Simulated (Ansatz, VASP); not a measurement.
Bi in VASP and in Ansatz

```xyz
1
Lattice="-1.9814 1.9814 1.9814 1.9814 -1.9814 1.9814 1.9814 1.9814 -1.9814" Properties=species:S:1:pos:R:3 pbc="T T T"
Bi    0.0000    0.0000    0.0000
```

Alike in both runs: task relaxation of cell and atoms; functional PBE; k mesh 20 × 20 × 20; occupations gaussian, width 0.1 eV; no spin polarisation.

|  | VASP | Ansatz |
| --- | --- | --- |
| version | VASP 6.6.1 | Ansatz 0.2.0 |
| potentials or method | VASP PAW PBE potentials, release 64 (Bi_d), cutoff 600 eV | scalar-relativistic, plane waves, PAW |
| valence electrons in the cell | 15 | 15 |

|  | VASP | Ansatz | Ansatz less VASP |
| --- | --- | --- | --- |
| gap on the k mesh at the Fermi level, each at its own relaxed structure (eV) | none | none | - |
| relaxed volume (Å³/atom) | 31.61 | 31.63 | +0.020 |
| relaxed cell length with the largest relative difference (Å) | 3.450 | 3.451 | +0.0007 |

A gap of «none» marks a metal or a gap that the smearing closes.

Spin-orbit coupling is off throughout.
